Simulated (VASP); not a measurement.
Input of a VASP 6.6.1 run:

Contents of INCAR:

```
SYSTEM = CoO
PREC = Accurate
ENCUT = 700
EDIFF = 1E-6
ISMEAR = 0
SIGMA = 0.05
LREAL = .FALSE.
LASPH = .TRUE.
NELM = 200
ALGO = Normal
ISIF = 2
LWAVE = .FALSE.
LCHARG = .FALSE.
ISPIN = 2
MAGMOM = 2.88 0.24
LORBIT = 11
LMAXMIX = 4
LDAU = .TRUE.
LDAUTYPE = 2
LDAUL = 2 -1
LDAUU = 3.3 0
LDAUJ = 0 0
LDAUPRINT = 1
GGA = RE
IVDW = 12
NBANDS = 22
GGA_COMPAT = .FALSE.
```

File KPOINTS:

```
regular mesh
0
G
  10 10 10
  0 0 0
```

File POSCAR:

```
CoO
1.0
   -1.5256110041      1.5258169569      2.1564419963
    1.4955657738     -1.5258169569      2.1349659228
    1.5256110041      1.5258169569     -2.1564419963
Co O
1 1
Direct
    0.0000000000      0.0000000000      0.0000000000
    0.5000000000      0.5000000000      0.0000000000
```

Potentials or basis: VASP PAW PBE potentials, release 64 (Co_sv, O).

Command:

```bash
$ cat potpaw_PBE.64/Co_sv/POTCAR potpaw_PBE.64/O/POTCAR > POTCAR
$ mpirun -np 1 vasp_std > vasp.out
```

**Question.** Predict the site moments.

**Answer.** Co +2.69; O +0.24 μB.

**Question.** Predict the pressure.

**Answer.** -7.4 GPa.

**Question.** What does it give for the dispersion energy per atom?

**Answer.** -0.494 eV.

Eigenvalues of the final occupation matrices:
| site | spin | trace | eigenvalues |
| --- | --- | --- | --- |
| site 1 d | 1 | 4.68 | 0.92 0.93 0.93 0.95 0.95 |
| site 1 d | 2 | 2.01 | 0.09 0.09 0.46 0.46 0.90 |

Caveat: the stress differs along the axes, from -11 to -5 GPa; the PAW data sets were made with another functional, which shifts forces and pressure a little; a cell with one magnetic atom can't hold antiferromagnetic order, which such compounds often take. The state reached can hang on the start; a lower one may exist.
